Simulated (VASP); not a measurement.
A run of VASP 6.6.1:

Contents of INCAR:

```
  ALGO = Normal
  EDIFF = 1E-6
  ENCUT = 520
  GGA = RE
  ISIF = 2
  ISMEAR = -1
  IVDW = 12
  LASPH = T
  LCHARG = T
  LELF = T
  LREAL = F
  LVHAR = T
  LWAVE = F
  NBANDS = 13
  NELM = 60
  PREC = Accurate
  SIGMA = 0.05
```

Contents of KPOINTS:

```
k-points
0
Gamma
  9 9 9
```

The input POSCAR:

```
Pb
1.0
    0.0000000000      2.5235621278      2.5235621278
    2.5235621278      0.0000000000      2.5235621278
    2.5235621278      2.5235621278      0.0000000000
Pb
1
Direct
    0.0000000000      0.0000000000      0.0000000000
```

Potentials or basis: VASP PAW PBE potentials, release 64 (Pb_d).

Launch:

```bash
$ cat potpaw_PBE.64/Pb_d/POTCAR > POTCAR
$ mpirun -np 1 vasp_std > vasp.out
```

Hardware: 1 thread of Intel(R) Xeon(R) 6975P-C (Granite Rapids), with other jobs on the host.

Q: Estimate the wall time of this run.

A: Wall time 5.8 s on 1 thread of Intel(R) Xeon(R) 6975P-C (Granite Rapids) (shared host), peak memory 0.16 GiB. Counts: scf iterations 10, k points 35.
